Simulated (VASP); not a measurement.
# ZnS (P6_3mc) in VASP: notebook, part 2 of 2

VASP 6.6.1. The steps go on from the part before.

### 3 Single point, PBE

This run uses another cell than the first one, of the same volume but with other edges.

The input, INCAR:

```
PREC = Accurate
ENCUT = 520
EDIFF = 1E-6
ISMEAR = 0
SIGMA = 0.05
LREAL = False
LASPH = True
NELM = 80
ALGO = Normal
ISIF = 2
LWAVE = False
LCHARG = False
GGA = PE
NBANDS = 26
```

The input, KPOINTS:

```
regular mesh
0
Gamma
  9 9 4
```

The input, POSCAR:

```
ZnS
1.0
    3.9350570224      0.0000000000      0.0000000000
   -1.9675285112      3.4078593468      0.0000000000
    0.0000000000      0.0000000000      6.0202437386
Zn S
2 2
Direct
    0.3333333333      0.6666666667      0.0052003725
    0.6666666667      0.3333333333      0.5052003725
    0.3333333333      0.6666666667      0.3797996275
    0.6666666667      0.3333333333      0.8797996275
```

Potentials or basis: VASP PAW PBE potentials, release 64 (Zn, S).

On the command line:

```
$ cat potpaw_PBE.64/Zn/POTCAR potpaw_PBE.64/S/POTCAR > POTCAR
$ mpirun -np 1 vasp_std > vasp.out
```

OUTCAR:

```text
PREC = Accurate
   ENCUT = 520
   EDIFF = 1E-6
   ISMEAR = 0
   LREAL = False
   LASPH = True
   NELM = 80
   ISIF = 2
   GGA = PE

 ion  position               nearest neighbor table
   1  0.333  0.667  0.005-   3 2.26   4 2.39   4 2.39   4 2.39
   2  0.667  0.333  0.505-   4 2.26   3 2.39   3 2.39   3 2.39
   3  0.333  0.667  0.380-   1 2.26   2 2.39   2 2.39   2 2.39
   4  0.667  0.333  0.880-   2 2.26   1 2.39   1 2.39   1 2.39

  LATTYP: Found a hexagonal cell.
 ALAT       =     3.9350570224
 C/A-ratio  =     1.5299000000

  Lattice vectors:

 A1 = (   3.9350570224,   0.0000000000,   0.0000000000)
 A2 = (  -1.9675285112,   3.4078593468,   0.0000000000)
 A3 = (   0.0000000000,   0.0000000000,   6.0202437386)

Analysis of symmetry for initial positions (statically):
=====================================================================
 Subroutine PRICEL returns:
 Original cell was already a primitive cell.

 Routine SETGRP: Setting up the symmetry group for a
 hexagonal supercell.

 Subroutine GETGRP returns: Found 12 space group operations
[... 170 lines left out ...]
  energy without entropy =      -13.58107557  energy(sigma->0) =      -13.58107557

 E-fermi :   2.2053     XC(G=0):  -9.5095

 val. band max:        1.9388575423   @ k =   0.0000   0.0000   0.0000
 cond. band min:       4.0174791766   @ k =   0.0000   0.0000   0.0000
 fundamental gap:      2.0786216343
 Fermi energy:         2.2053167999

 k-point     1 :       0.0000    0.0000    0.0000
  band No.  band energies     occupation
      1     -11.1095      2.00000
      2     -10.0654      2.00000
      3      -4.3854      2.00000
      4      -4.3155      2.00000
      5      -4.3155      2.00000
      6      -4.2156      2.00000
[... 685 lines left out ...]
     25      11.7948      0.00000
     26      11.8066      0.00000

 [... further k-points ...]

------------------------ aborting loop because EDIFF is reached ----------------------------------------

  FORCE on cell =-STRESS in cart. coord.  units (eV):
  Direction    XX          YY          ZZ          XY          YZ          ZX
  --------------------------------------------------------------------------------------
  -------------------------------------------------------------------------------------
  Total       -1.2723506     -1.2723506      3.7596127      0.0000000      0.0000000      0.0000000
  in kB      -25.2505374    -25.2505374     74.6116971      0.0000000      0.0000000      0.0000000
  external PRESSURE =       8.0368741 kB  Pullay stress =       0.0000000 kB

 VOLUME and BASIS-vectors are now :
 -----------------------------------------------------------------------------
  energy-cutoff  :      520.00
  volume of cell :       80.73
      direct lattice vectors                 reciprocal lattice vectors
     3.935057022  0.000000000  0.000000000     0.254125924  0.146719670  0.000000000
    -1.967528511  3.407859347  0.000000000     0.000000000  0.293439341  0.000000000
     0.000000000  0.000000000  6.020243739     0.000000000  0.000000000  0.166106231

 POSITION                                       TOTAL-FORCE (eV/Angst)
 -----------------------------------------------------------------------------------
     -0.00000      2.27191      0.03131         0.000000     -0.000000     -0.532667
      1.96753      1.13595      3.04143        -0.000000      0.000000     -0.532667
     -0.00000      2.27191      2.28649         0.000000      0.000000      0.532667
      1.96753      1.13595      5.29661        -0.000000      0.000000      0.532667
 -----------------------------------------------------------------------------------
    total drift:                               -0.000000     -0.000001     -0.000350

  FREE ENERGIE OF THE ION-ELECTRON SYSTEM (eV)
  ---------------------------------------------------
  free  energy   TOTEN  =       -13.5810755741 eV

  energy  without entropy=      -13.5810755741  energy(sigma->0) =      -13.58107557
```

OSZICAR:

```text
N       E                     dE             d eps       ncg     rms          rms(c)
DAV:   1     0.242919967472E+03    0.24292E+03   -0.17097E+04  1872   0.166E+03
DAV:   2     0.100366726970E+02   -0.23288E+03   -0.22286E+03  1936   0.347E+02
DAV:   3    -0.138712220605E+02   -0.23908E+02   -0.23675E+02  2266   0.111E+02
DAV:   4    -0.144488956602E+02   -0.57767E+00   -0.57646E+00  2184   0.174E+01
DAV:   5    -0.144578311081E+02   -0.89354E-02   -0.89328E-02  2242   0.212E+00    0.956E+00
DAV:   6    -0.135919484118E+02    0.86588E+00   -0.16512E+00  2810   0.366E+01    0.735E+00
DAV:   7    -0.135858489822E+02    0.60994E-02   -0.11988E+00  1986   0.640E+00    0.342E+00
DAV:   8    -0.135800523671E+02    0.57966E-02   -0.36300E-02  2352   0.189E+00    0.970E-01
DAV:   9    -0.135806872926E+02   -0.63493E-03   -0.82897E-03  2484   0.134E+00    0.227E-01
DAV:  10    -0.135808485758E+02   -0.16128E-03   -0.66268E-04  2152   0.328E-01    0.913E-02
DAV:  11    -0.135810725107E+02   -0.22393E-03   -0.35705E-04  1962   0.126E-01    0.534E-02
DAV:  12    -0.135810719243E+02    0.58641E-06   -0.15661E-05  2264   0.399E-02    0.135E-02
DAV:  13    -0.135810748423E+02   -0.29181E-05   -0.31013E-06  1826   0.124E-02    0.822E-03
DAV:  14    -0.135810755741E+02   -0.73180E-06   -0.12855E-06  1676   0.119E-02
   1 F= -.13581076E+02 E0= -.13581076E+02  d E =-.403454E-16
```

stdout:

```text
POSCAR found type information on POSCAR ZnS
 POSCAR found :  2 types and       4 ions
 scaLAPACK will be used
 LDA part: xc-table for (Slater+PW92), standard interpolation
 POSCAR, INCAR and KPOINTS ok, starting setup
 FFT: planning ... GRIDC
 FFT: planning ... GRID_SOFT
 FFT: planning ... GRID
 WAVECAR not read
 entering main loop
```

Wall time 98 s (1 thread of Intel Xeon 8259CL, shared host); peak memory 0.22 GiB.

What came out:

- Free energy: -13.5811 eV
- Pressure: 0.8 GPa
- Largest force: 0.533 eV/Å
- Band gap on the k mesh: 2.08 eV

Forces on the atoms (eV/Å):
```
Zn   0.000  0.000 -0.533
Zn   0.000  0.000 -0.533
S    0.000  0.000  0.533
S    0.000  0.000  0.533
```

### 4 Single point, PBE

The input, INCAR:

```
SYSTEM = ZnS
PREC = Accurate
ENCUT = 520
EDIFF = 1E-6
ISMEAR = 0
SIGMA = 0.05
LREAL = .False.
LASPH = .True.
NELM = 60
ALGO = Normal
ISIF = 2
LWAVE = .False.
LCHARG = .True.
GGA = PE
LELF = .True.
LVHAR = .True.
NBANDS = 26
```

The input, KPOINTS:

```
regular mesh
0
Gamma
  9 9 4
  0 0 0
```

The input, POSCAR:

```
ZnS
1.0
    4.0333996051      0.0000000000      0.0000000000
   -2.0166998025      3.4930265216      0.0000000000
    0.0000000000      0.0000000000      5.7302508189
Zn S
2 2
Direct
    0.3333333333      0.6666666667      0.0052003725
    0.6666666667      0.3333333333      0.5052003725
    0.3333333333      0.6666666667      0.3401405350
    0.6666666667      0.3333333333      0.8401405350
```

Potentials or basis: VASP PAW PBE potentials, release 64 (Zn, S).

On the command line:

```
$ cat potpaw_PBE.64/Zn/POTCAR potpaw_PBE.64/S/POTCAR > POTCAR
$ mpirun -np 1 vasp_std > vasp.out
```

OUTCAR:

```text
SYSTEM = ZnS
   PREC = Accurate
   ENCUT = 520
   EDIFF = 1E-6
   ISMEAR = 0
   LREAL = .False.
   LASPH = .True.
   NELM = 60
   ISIF = 2
   GGA = PE

 ion  position               nearest neighbor table
   1  0.333  0.667  0.005-   3 1.92   4 2.51   4 2.51   4 2.51
   2  0.667  0.333  0.505-   4 1.92   3 2.51   3 2.51   3 2.51
   3  0.333  0.667  0.340-   1 1.92   2 2.51   2 2.51   2 2.51
   4  0.667  0.333  0.840-   2 1.92   1 2.51   1 2.51   1 2.51

  LATTYP: Found a hexagonal cell.
 ALAT       =     4.0333996051
 C/A-ratio  =     1.4207000000

  Lattice vectors:

 A1 = (   4.0333996051,   0.0000000000,   0.0000000000)
 A2 = (  -2.0166998025,   3.4930265216,   0.0000000000)
 A3 = (   0.0000000000,   0.0000000000,   5.7302508189)

Analysis of symmetry for initial positions (statically):
=====================================================================
 Subroutine PRICEL returns:
 Original cell was already a primitive cell.

 Routine SETGRP: Setting up the symmetry group for a
 hexagonal supercell.

 Subroutine GETGRP returns: Found 12 space group operations
 (whereof  6 operations were pure point group operations)
 out of a pool of 24 trial point group operations.

The static configuration has the point symmetry C_3v.
 The point group associated with its full space group is C_6v.

Analysis of symmetry for dynamics (positions and initial velocities):
=====================================================================
 Subroutine PRICEL returns:
 Original cell was already a primitive cell.

 Routine SETGRP: Setting up the symmetry group for a
 hexagonal supercell.

 Subroutine GETGRP returns: Found 12 space group operations
 (whereof  6 operations were pure point group operations)
 out of a pool of 24 trial point group operations.
[... 121 lines left out ...]
   ISMEAR =     0;   SIGMA  =   0.05  broadening in eV -4-tet -1-fermi 0-gaus
   EFERMI_NEDOS =   21; number of points for ismear=-14 and -15
   IALGO  =     38    algorithm
   IMIX   =      4    mixing-type and parameters
     AMIX     =   0.40;   BMIX     =  1.00
     AMIX_MAG =   1.60;   BMIX_MAG =  1.00
  volume/ion in A,a.u.               =      20.18       136.20
  Fermi-wavevector in a.u.,A,eV,Ry     =   1.250720  2.363518 21.283599  1.564300
  Thomas-Fermi vector in A             =   2.384701
   LORBIT       =      0    0 simple, 1 ext, 2 COOP (PROOUT), +10 PAW based schemes
   GGA     = PE    functional components
   LHFCALC =     F    Hartree Fock is set to
   AEXX    =    0.0000 exact exchange contribution
   IVDW    =     0    specifies the selected vdW correction
   LEPSILON=     F    determine dielectric tensor
   LRPA    =     F    only Hartree local field effects (RPA)
 non-spin polarized calculation
 Gauss-broadening in eV      SIGMA  =   0.05
  energy-cutoff  :      520.00
  volume of cell :       80.73
 maximum number of plane-waves:      2210
 NGX is ok and might be reduce to    30

 number of electron      36.0000043 magnetization

 Free energy of the ion-electron system (eV)
  ---------------------------------------------------
  ext. energy  EPLUGINS =         0.00000000
  ---------------------------------------------------
  free energy    TOTEN  =       -11.57823659 eV

  energy without entropy =      -11.57823659  energy(sigma->0) =      -11.57823659

 E-fermi :   2.1133     XC(G=0):  -9.4614

 val. band max:        1.9084302873   @ k =   0.0000   0.0000   0.0000
 cond. band min:       4.0473748870   @ k =   0.0000   0.0000   0.0000
 fundamental gap:      2.1389445997
 Fermi energy:         2.1133260104

 k-point     1 :       0.0000    0.0000    0.0000
  band No.  band energies     occupation
      1     -11.4367      2.00000
      2     -10.2710      2.00000
      3      -5.0712      2.00000
      4      -4.7124      2.00000
      5      -4.7124      2.00000
      6      -4.3726      2.00000
[... 685 lines left out ...]
     25      11.7114      0.00000
     26      12.0634      0.00000

 [... further k-points ...]

------------------------ aborting loop because EDIFF is reached ----------------------------------------

  FORCE on cell =-STRESS in cart. coord.  units (eV):
  Direction    XX          YY          ZZ          XY          YZ          ZX
  --------------------------------------------------------------------------------------
  -------------------------------------------------------------------------------------
  Total       -2.8103331     -2.8103331     24.9945796     -0.0000000      0.0000000      0.0000000
  in kB      -55.7726933    -55.7726933    496.0319527     -0.0000000      0.0000000      0.0000000
  external PRESSURE =     128.1621887 kB  Pullay stress =       0.0000000 kB

 VOLUME and BASIS-vectors are now :
 -----------------------------------------------------------------------------
  energy-cutoff  :      520.00
  volume of cell :       80.73
      direct lattice vectors                 reciprocal lattice vectors
     4.033399605  0.000000000  0.000000000     0.247929811  0.143142343  0.000000000
    -2.016699802  3.493026522  0.000000000     0.000000000  0.286284686  0.000000000
     0.000000000  0.000000000  5.730250819     0.000000000  0.000000000  0.174512431

 POSITION                                       TOTAL-FORCE (eV/Angst)
 -----------------------------------------------------------------------------------
     -0.00000      2.32868      0.02980        -0.000000      0.000000     -6.266448
      2.01670      1.16434      2.89492         0.000000     -0.000000     -6.266448
     -0.00000      2.32868      1.94909        -0.000000      0.000000      6.266448
      2.01670      1.16434      4.81422         0.000000     -0.000000      6.266448
 -----------------------------------------------------------------------------------
    total drift:                               -0.000001     -0.000001     -0.000120

  FREE ENERGIE OF THE ION-ELECTRON SYSTEM (eV)
  ---------------------------------------------------
  free  energy   TOTEN  =       -11.5782365918 eV

  energy  without entropy=      -11.5782365918  energy(sigma->0) =      -11.57823659
```

stdout:

```text
POSCAR found type information on POSCAR ZnS
 POSCAR found :  2 types and       4 ions
 scaLAPACK will be used
 LDA part: xc-table for (Slater+PW92), standard interpolation
 POSCAR, INCAR and KPOINTS ok, starting setup
 FFT: planning ... GRIDC
 FFT: planning ... GRID_SOFT
 FFT: planning ... GRID
 WAVECAR not read
 entering main loop
```

Wall time 1.8 min (1 thread of Intel Xeon 8259CL, shared host); peak memory 0.23 GiB.

Results:

```
Free energy            : -11.5782 eV
Pressure               : 12.8 GPa
Largest force          : 6.266 eV/Å
Band gap on the k mesh : 2.14 eV
```

Forces on the atoms (eV/Å):
```
Zn   0.000  0.000 -6.266
Zn   0.000  0.000 -6.266
S    0.000  0.000  6.266
S    0.000  0.000  6.266
```

Stress tensor (GPa, compression positive):
```
-5.58  0.00  0.00
 0.00 -5.58  0.00
 0.00  0.00 49.60
```

Caveat: the cell stands under pressure; forces of over 1 eV/Å act on the atoms, so gaps and moduli don't describe the material at rest.

### 5 The runs side by side

```tsv
cell	gap on the mesh (eV)	pressure (GPa)	largest force (eV/Å)
a = 4.033, b = 4.033, c = 5.730 Å, angles 90.0, 90.0, 120.0°, 4 atoms, atomic positions A	1.86	1.5	0.69
a = 3.935, b = 3.935, c = 6.020 Å, angles 90.0, 90.0, 120.0°, 4 atoms, atomic positions B	2.08	0.8	0.53
a = 4.033, b = 4.033, c = 5.730 Å, angles 90.0, 90.0, 120.0°, 4 atoms, atomic positions C	2.14	12.8	6.27
```

Alike in all rows: task single point; level PBE; potentials or basis VASP PAW PBE potentials, release 64 (Zn, S); no spin polarisation; k mesh 9 × 9 × 4; cutoff (eV) 520; smearing gaussian 0.05 eV.

Caveats: an odd mesh through Γ misses points on the zone boundary, where band edges can lie (at least some runs); the cell stands under pressure (at least some runs); forces of over 1 eV/Å act on the atoms, so gaps and moduli don't describe the material at rest (at least some runs).

Total energies depend on the potentials used, so only differences within one code and one set of settings carry meaning.
